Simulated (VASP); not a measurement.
Write the native input for VASP 6.6.1 that does the following.

```yaml
Task: single point
Functional: PBE
Potentials_or_basis: VASP PAW PBE potentials, release 64 (Sr_sv, Cl)
Cutoff: 520 eV
k_mesh: 8 × 8 × 8
Occupations: fermi-dirac, width 0.02 eV
Spin: no spin polarisation
Dipole_correction: no
Further_INCAR_settings: ALGO = Normal; EDIFF = 1e-06; NBANDS = 19
```

The structure of SrCl2 lies in POSCAR:

```
SrCl2
1.0
    2.0763509546      1.1879359151      6.1350485022
   -2.0951365482      1.2204735176      6.1350485022
    0.0187855936     -2.4084094327      6.1350485022
Sr Cl
1 2
Direct
    0.0025387760     -0.0020768910      0.0001434624
    0.4210618480      0.4244344651      0.4228019292
    0.2430660426      0.2443090925      0.2437212749
```

This cell differs from its parent crystal: shear xy strain -1.6%.

These files were run (other wordings do the same):

INCAR

```
PREC = Accurate
ENCUT = 520
EDIFF = 1E-6
ISMEAR = -1
SIGMA = 0.02
LREAL = F
LASPH = T
NELM = 100
ALGO = Normal
ISIF = 2
LWAVE = F
LCHARG = F
GGA = PE
NBANDS = 19
```

KPOINTS

```
regular mesh
0
Gamma
  8 8 8
```

Potentials or basis: VASP PAW PBE potentials, release 64 (Sr_sv, Cl).

Command:

```console
$ cat potpaw_PBE.64/Sr_sv/POTCAR potpaw_PBE.64/Cl/POTCAR > POTCAR
$ mpirun -np 1 vasp_std > vasp.out
```

Results of the run:

The pressure is 1.3 GPa and the largest force is 0.004 eV/Å. The band gap on the k mesh is 4.35 eV.

Caveat: the cell differs from its parent crystal (shear xy strain -1.6%).

It took 9.4 min on 1 thread of Intel(R) Xeon(R) 6975P-C (Granite Rapids) (shared host), peak memory 0.65 GiB.
